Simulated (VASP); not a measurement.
Here is a VASP 6.6.1 calculation.

Contents of INCAR:

```
PREC = Accurate ; ENCUT = 520
EDIFF = 1E-6 ; ISMEAR = 0
SIGMA = 0.15 ; LREAL = F
LASPH = T ; NELM = 100
ALGO = Fast ; ISIF = 2
LWAVE = F ; LCHARG = T
GGA = PE ; LELF = T
LVHAR = T ; NBANDS = 13
```

File KPOINTS:

```
Automatic mesh
0
Gamma
  20 20 20
```

The input POSCAR:

```
W
1.0
   -1.7250840000      1.7250840000      1.5334080000
    1.7250840000     -1.7250840000      1.5334080000
    1.7250840000      1.7250840000     -1.5334080000
W
1
Direct
    0.0000000000      0.0000000000      0.0000000000
```

Potentials or basis: VASP PAW PBE potentials, release 64 (W_sv).

Run with:

```bash
$ cat potpaw_PBE.64/W_sv/POTCAR > POTCAR
$ mpirun -np 1 vasp_std > vasp.out
```

(1) What does it give for the band gap on the k mesh?

(2) Estimate the pressure.

Results:

(1) zero (band 7 reaches 13.64 eV, above the bottom of band 8 at 8.52 eV).

(2) -26.7 GPa.

Caveat: the cell differs from its parent crystal (strain +0.080 along x and y, -0.040 along z); spin-orbit coupling is left out, which moves the levels of the heavy elements.
